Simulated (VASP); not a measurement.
# SrCl2 (R-3m) in VASP: a series of runs

SrCl2 is run at these levels: LDA; tasks: single point.

Program: VASP 6.6.1. These are calculated values, not measurements. Logs are shortened: lines on timing, memory, paths and dates and some standing lists are left out, and cuts for length are marked.

### 1 The cell of the first run

Symmetry: R-3m, No. 166, trigonal system. The conventional cell has a = 5.050 Å, b = 5.050 Å, c = 11.504 Å, α = 90.00°, β = 90.00°, γ = 120.00°. Within 3.8 Å of Sr (site symmetry -3m) lie 8 Cl at 2.88 to 3.07 Å. Cl (site symmetry 3m) has 4 Sr at 2.88 to 3.07 Å and 6 Cl at 3.49 Å within 3.8 Å.

### 2 Single point, LDA

Contents of INCAR:

```
SYSTEM = SrCl2
PREC = Accurate ; ENCUT = 520
EDIFF = 1E-6 ; ISMEAR = 0
SIGMA = 0.05 ; LREAL = .FALSE.
LASPH = .TRUE. ; NELM = 60
ALGO = Normal ; ISIF = 2
LWAVE = .FALSE. ; LCHARG = .FALSE.
NBANDS = 19
```

Contents of KPOINTS:

```
regular mesh
0
G
  6 6 6
  0 0 0
```

Contents of POSCAR:

```
SrCl2
1.0
   -0.1666393458      3.4042037775      3.4042037775
    3.4042037775     -0.1666393458      3.4042037775
    3.4042037775      3.4042037775     -0.1666393458
Sr Cl
1 2
Direct
    0.0000000000      0.0000000000      0.0000000000
    0.2500000000      0.2500000000      0.2500000000
    0.7500000000      0.7500000000      0.7500000000
```

Potentials or basis: VASP PAW LDA potentials, release 64 (Sr_sv, Cl).

The run is started by

```bash
$ cat potpaw_LDA.64/Sr_sv/POTCAR potpaw_LDA.64/Cl/POTCAR > POTCAR
$ mpirun -np 1 vasp_std > vasp.out
```

OUTCAR:

```text
SYSTEM = SrCl2
   PREC = Accurate
   ENCUT = 520
   EDIFF = 1E-6
   ISMEAR = 0
   LREAL = .FALSE.
   LASPH = .TRUE.
   NELM = 60
   ISIF = 2

 ion  position               nearest neighbor table
   1  0.000  0.000  0.000-   2 2.88   3 2.88   3 3.07   3 3.07   3 3.07   2 3.07   2 3.07   2 3.07

   2  0.250  0.250  0.250-   1 2.88   1 3.07   1 3.07   1 3.07
   3  0.750  0.750  0.750-   1 2.88   1 3.07   1 3.07   1 3.07

  LATTYP: Found a trigonal (rhomboedric) cell.
 ALAT       =     4.8171542833
 COS(alpha) =     0.4505091948

  Lattice vectors:

 A1 = (  -0.1666393458,   3.4042037775,   3.4042037775)
 A2 = (   3.4042037775,  -0.1666393458,   3.4042037775)
 A3 = (   3.4042037775,   3.4042037775,  -0.1666393458)

Analysis of symmetry for initial positions (statically):
=====================================================================
 Subroutine PRICEL returns:
 Original cell was already a primitive cell.

 Routine SETGRP: Setting up the symmetry group for a
 trigonal (rhombohedral) supercell.

 Subroutine GETGRP returns: Found 12 space group operations
 (whereof 12 operations were pure point group operations)
 out of a pool of 12 trial point group operations.

The static configuration has the point symmetry D_3d.

Analysis of symmetry for dynamics (positions and initial velocities):
=====================================================================
 Subroutine PRICEL returns:
 Original cell was already a primitive cell.

 Routine SETGRP: Setting up the symmetry group for a
 trigonal (rhombohedral) supercell.

 Subroutine GETGRP returns: Found 12 space group operations
 (whereof 12 operations were pure point group operations)
 out of a pool of 12 trial point group operations.

The dynamic configuration has the point symmetry D_3d.

 Subroutine INISYM returns: Found 12 space group operations
 (whereof 12 operations are pure point group operations),
 and found     1 'primitive' translations

----------------------------------------------------------------------------------------

                                     Primitive cell

  volume of cell :      84.6887

  direct lattice vectors                    reciprocal lattice vectors
    -0.166639346  3.404203777  3.404203777    -0.136509833  0.143536074  0.143536074
     3.404203777 -0.166639346  3.404203777     0.143536074 -0.136509833  0.143536074
[... 80 lines left out ...]
   ICHARG =      2    charge: 1-file 2-atom 10-const
   ISPIN  =      1    spin polarized calculation?
   LNONCOLLINEAR =      F non collinear calculations
   LSORBIT =      F    spin-orbit coupling
   LASPH  =      T    aspherical Exc in radial PAW
   ENCUT  =  520.0 eV  38.22 Ry    6.18 a.u.   8.96  8.96  8.96*2*pi/ulx,y,z
   NELM   =     60;   NELMIN=  2; NELMDL= -5     # of ELM steps
   EDIFF  = 0.1E-05   stopping-criterion for ELM
   LREAL  =      F    real-space projection
   EDIFFG = 0.1E-04   stopping-criterion for IOM
   NSW    =      0    number of steps for IOM
   IBRION =     -1    ionic relax: 0-MD 1-quasi-New 2-CG
   NFREE  =      0    steps in history (QN), initial steepest desc. (CG)
   ISIF   =      2    stress and relaxation
   ISYM   =      2    0-nonsym 1-usesym 2-fastsym
   POTIM  = 0.5000    time-step for ionic-motion
   TEBEG  =    0.0;   TEEND  =   0.0 temperature during run
   PSTRESS=    0.0 pullay stress
   NELECT =      24.0000    total number of electrons
   NUPDOWN=      -1.0000    fix difference up-down
   EMIN   =  10.00;   EMAX   =-10.00  energy-range for DOS
   EFERMI =   0.00;   METHOD = LEGACY
   ISMEAR =     0;   SIGMA  =   0.05  broadening in eV -4-tet -1-fermi 0-gaus
   EFERMI_NEDOS =   21; number of points for ismear=-14 and -15
   IALGO  =     38    algorithm
   IMIX   =      4    mixing-type and parameters
     AMIX     =   0.40;   BMIX     =  1.00
     AMIX_MAG =   1.60;   BMIX_MAG =  1.00
  volume/ion in A,a.u.               =      28.23       190.50
  Fermi-wavevector in a.u.,A,eV,Ry     =   1.075318  2.032056 15.732530  1.156308
  Thomas-Fermi vector in A             =   2.211171
   LORBIT       =      0    0 simple, 1 ext, 2 COOP (PROOUT), +10 PAW based schemes
   GGA     = CA    functional components
   LHFCALC =     F    Hartree Fock is set to
   AEXX    =    0.0000 exact exchange contribution
   IVDW    =     0    specifies the selected vdW correction
   LEPSILON=     F    determine dielectric tensor
   LRPA    =     F    only Hartree local field effects (RPA)
 non-spin polarized calculation
 Gauss-broadening in eV      SIGMA  =   0.05
  energy-cutoff  :      520.00
  volume of cell :       84.69
 maximum number of plane-waves:      2330
   NGX = 17   NGY = 17   NGZ = 17

 number of electron      23.9999999 magnetization

 Free energy of the ion-electron system (eV)
  ---------------------------------------------------
  ext. energy  EPLUGINS =         0.00000000
  ---------------------------------------------------
  free energy    TOTEN  =       -13.99734710 eV

  energy without entropy =      -13.99734710  energy(sigma->0) =      -13.99734710

 E-fermi :   0.1850     XC(G=0):  -8.8080

 val. band max:       -0.0391606396   @ k =   0.5000   0.5000  -0.0000
 cond. band min:       4.8580178044   @ k =   0.0000   0.0000   0.0000
 fundamental gap:      4.8971784440
 Fermi energy:         0.1849666415

 k-point     1 :       0.0000    0.0000    0.0000
  band No.  band energies     occupation
      1     -32.6965      2.00000
      2     -14.8293      2.00000
      3     -14.8008      2.00000
      4     -14.8008      2.00000
      5     -13.2731      2.00000
      6     -12.3665      2.00000
[... 505 lines left out ...]
      6     -12.4846      2.00000
[... 11 lines left out ...]
     18       9.2497      0.00000
     19       9.6796      0.00000

 [... further k-points ...]
[... 5 lines left out ...]
  --------------------------------------------------------------------------------------
  -------------------------------------------------------------------------------------
  Total       -1.2367457     -1.2367457     -1.2367457      0.4862145      0.4862145      0.4862145
  in kB      -23.3973005    -23.3973005    -23.3973005      9.1984195      9.1984195      9.1984195
  external PRESSURE =     -23.3973005 kB  Pullay stress =       0.0000000 kB

 VOLUME and BASIS-vectors are now :
 -----------------------------------------------------------------------------
  energy-cutoff  :      520.00
  volume of cell :       84.69
      direct lattice vectors                 reciprocal lattice vectors
    -0.166639346  3.404203777  3.404203777    -0.136509833  0.143536074  0.143536074
     3.404203777 -0.166639346  3.404203777     0.143536074 -0.136509833  0.143536074
     3.404203777  3.404203777 -0.166639346     0.143536074  0.143536074 -0.136509833

 POSITION                                       TOTAL-FORCE (eV/Angst)
 -----------------------------------------------------------------------------------
      0.00000      0.00000      0.00000         0.000000     -0.000000      0.000000
      1.66044      1.66044      1.66044         0.137847      0.137847      0.137847
      4.98133      4.98133      4.98133        -0.137847     -0.137847     -0.137847
 -----------------------------------------------------------------------------------
    total drift:                                0.000000      0.000000      0.000000

  FREE ENERGIE OF THE ION-ELECTRON SYSTEM (eV)
  ---------------------------------------------------
  free  energy   TOTEN  =       -13.9973471049 eV

  energy  without entropy=      -13.9973471049  energy(sigma->0) =      -13.99734710
```

It took 31 s on 1 thread of Intel Xeon Platinum 8259CL at 2.50GHz (Skylake/Cascade Lake), shared host; peak memory 0.2 GiB.

Results:

```
Free energy            : -13.9973 eV
Pressure               : -2.3 GPa
Largest force          : 0.239 eV/Å
Band gap on the k mesh : 4.90 eV, indirect (least direct gap 5.18 eV)
```

Forces in eV/Å, atoms in the order of the input:
```
Sr   0.000  0.000  0.000
Cl   0.138  0.138  0.138
Cl  -0.138 -0.138 -0.138
```

Stress tensor (GPa, compression positive):
```
-2.34  0.92  0.92
 0.92 -2.34  0.92
 0.92  0.92 -2.34
```

### 3 Single point, LDA

This run uses another cell than the first one, of the same volume but with other edges.

Contents of INCAR:

```
SYSTEM = SrCl2
PREC = Accurate ; ENCUT = 520
EDIFF = 1E-6 ; ISMEAR = 0
SIGMA = 0.05 ; LREAL = .FALSE.
LASPH = .TRUE. ; NELM = 100
ALGO = Normal ; ISIF = 2
LWAVE = .FALSE. ; LCHARG = .TRUE.
LELF = .TRUE. ; LVHAR = .TRUE.
NBANDS = 19
```

Contents of KPOINTS:

```
Automatic mesh
0
G
  6 6 6
  0 0 0
```

Contents of POSCAR:

```
SrCl2
1.0
    0.1811851347      3.5784064102      3.5784064102
    3.5784064102      0.1811851347      3.5784064102
    3.5784064102      3.5784064102      0.1811851347
Sr Cl
1 2
Direct
    0.0000000000      0.0000000000      0.0000000000
    0.2500000000      0.2500000000      0.2500000000
    0.7500000000      0.7500000000      0.7500000000
```

Potentials or basis: VASP PAW LDA potentials, release 64 (Sr_sv, Cl).

The run is started by

```bash
$ cat potpaw_LDA.64/Sr_sv/POTCAR potpaw_LDA.64/Cl/POTCAR > POTCAR
$ mpirun -np 1 vasp_std > vasp.out
```

Run time: 47 s. Hardware: 1 thread of Intel Xeon Platinum 8259CL at 2.50GHz (Skylake/Cascade Lake), shared host; peak memory 0.22 GiB.

Results (log left out):

* Free energy: -14.0070 eV
* Pressure: -2.4 GPa
* Largest force: 0.121 eV/Å
* Band gap on the k mesh: 4.91 eV, indirect (least direct gap 5.16 eV)

Forces in eV/Å, atoms in the order of the input:
```
Sr   0.000  0.000  0.000
Cl  -0.070 -0.070 -0.070
Cl   0.070  0.070  0.070
```

Stress tensor (GPa, compression positive):
```
-2.37 -0.47 -0.47
-0.47 -2.37 -0.47
-0.47 -0.47 -2.37
```

Levels at points of the mesh, in eV from the valence-band top:
```tsv
k point	band 10	band 11	band 12	band 13	band 14	band 15
(0.00, 0.00, 0.00)	-0.37	-0.37	-0.26	4.91	5.85	5.85
(0.50, 0.00, 0.00)	-1.36	-1.10	-1.05	6.36	6.66	7.36
(0.50, 0.50, 0.00)	-0.55	-0.31	0.00	5.18	6.74	7.40
(0.50, 0.50, 0.50)	-1.38	-1.02	-1.02	6.38	6.38	7.05
```

 A k mesh can miss the band edges.
